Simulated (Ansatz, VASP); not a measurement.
As: VASP beside Ansatz

File INCAR:

```
SYSTEM = As
ALGO = Normal ; DIPOL = 0.5 0.5 0.347
EDIFF = 1E-7 ; ENCUT = 520
GGA = PE ; GGA_COMPAT = .False.
IDIPOL = 3 ; ISIF = 2
ISMEAR = 0 ; LASPH = .True.
LCHARG = .False. ; LDIPOL = .True.
LORBIT = 11 ; LORBMOM = .True.
LREAL = .False. ; LSORBIT = .True.
LWAVE = .False. ; MAGMOM = 0 0 0 0 0 0
NBANDS = 22 ; NELM = 150
PREC = Accurate ; SIGMA = 0.01
```

KPOINTS

```
k-points
0
Gamma
  12 12 1
  0 0 0
```

File POSCAR:

```
As
1.0
    3.5749013640      0.0000000000      0.0000000000
   -1.7874506820      3.0959553972      0.0000000000
    0.0000000000      0.0000000000     26.4156438000
As
2
Direct
    0.3333333333      0.6666666667      0.3206195636
    0.6666666667      0.3333333333      0.3724478490
```

Input for Ansatz:

```yaml
crystal:
  lattice:
    - [3.574901364, 0.0, 0.0]
    - [-1.787450682, 3.0959553972, 0.0]
    - [0.0, 0.0, 26.4156438]
  atoms:
    - { symbol: As, position: [0.3333333333, 0.6666666667, 0.3206195636] }
    - { symbol: As, position: [0.6666666667, 0.3333333333, 0.372447849] }
  periodic: [true, true, false]
kpoints:
  mp_grid: { grid: [12, 12, 1] }
  band_path:
    path:
      - [0.0, 0.0, 0.0]
      - [0.5, 0.0, 0.0]
      - [0.3333333333, 0.3333333333, 0.0]
      - [0.0, 0.3125, 0.0]
    npoints: 1
hamiltonian:
  xc: pbe
scf:
  occupations: { method: fixed }
  n_extra_bands: 8
magnetization:
  noncollinear: true
  spin_orbit: true
output:
  forces: true
  stress: true
  eigenvalues: true
```

Alike in both runs: task single point; functional PBE; k mesh 12 × 12 × 1; non-collinear spin, spin-orbit coupling.

|  | VASP | Ansatz |
| --- | --- | --- |
| version | VASP 6.6.1 | Ansatz 0.2.0 |
| potentials or method | VASP PAW PBE potentials, release 64 (As) | plane waves, PAW |
| plane-wave cutoff (eV) | 520 | 420 |
| occupations | gaussian, width 0.01 eV | fixed |
| valence electrons in the cell | 10 | 30 |

VASP gave:

```
rms of the force components (eV/Å) : 0.286
```

Which values does Ansatz return?

rms of the force components (eV/Å): 0.228.

Atom by atom the forces differ by 0.058 eV/Å (rms over components). VASP's potentials hold 10 valence electrons a cell and Ansatz's 30, so a difference there can come from the potentials and not from the codes.
